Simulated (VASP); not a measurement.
The system is Bi.

```xyz
4
Lattice="5.3313 0.0000 0.0000 -2.6657 4.6171 0.0000 0.0000 0.0000 7.6157" Properties=species:S:1:pos:R:3 pbc="T T T"
Bi    0.0000    3.0780    3.4489
Bi    2.6657    1.5390    7.2568
Bi    2.6657    1.5390    4.1668
Bi    0.0000    3.0780    0.3589
```

This isn't the form of Bi at room conditions, which is rhombohedral.

- Program: VASP 6.6.1
- Task: relaxation of cell and atoms
- Functional: PBE
- Potentials or basis: VASP PAW PBE potentials, release 64 (Bi_d)
- Cutoff: 600 eV
- k mesh: 9 × 9 × 6
- Occupations: gaussian, width 0.01 eV
- Spin: no spin polarisation

At the start: pressure 0.2 GPa; volume 46.87 Å³/atom.

Question: Where does the relaxation end?

Answer: Over 13 steps the energy falls by 6.6 meV/atom and the volume is 46.25 Å³/atom (-1.3 %); space group P6_3/mmc (No. 194, to 0.1 Å) before and after.

Step by step:
```tsv
step	energy change (eV)	largest force (eV/Å)	pressure (GPa)	volume (Å³)
1	0.0000	0.0646	0.16	187.46
2	-0.0086	0.0842	-0.03	188.74
3	-0.0086	0.0951	-0.03	188.82
4	-0.0106	0.0891	-0.06	188.71
5	-0.0156	0.0799	-0.11	188.38
6	-0.0219	0.0682	-0.22	187.68
7	-0.0242	0.0435	-0.06	186.43
8	-0.0249	0.0264	0.05	185.57
9	-0.0249	0.0211	0.07	185.30
10	-0.0254	0.0116	0.05	185.21
11	-0.0261	0.0187	0.02	184.92
12	-0.0263	0.0145	-0.02	185.01
13	-0.0264	0.0070	-0.01	184.98
```

Final structure:
```cif
data_structure
_symmetry_space_group_name_H-M 'P 1'
_symmetry_Int_Tables_number 1
_cell_length_a 5.4305
_cell_length_b 5.4305
_cell_length_c 7.2432
_cell_angle_alpha 90.000
_cell_angle_beta 90.000
_cell_angle_gamma 120.000
_cell_volume 184.98
loop_
_atom_site_label
_atom_site_type_symbol
_atom_site_fract_x
_atom_site_fract_y
_atom_site_fract_z
_atom_site_occupancy
Bi1 Bi 0.33333 0.66667 0.46163 1
Bi2 Bi 0.66667 0.33333 0.96163 1
Bi3 Bi 0.66667 0.33333 0.53837 1
Bi4 Bi 0.33333 0.66667 0.03837 1
```
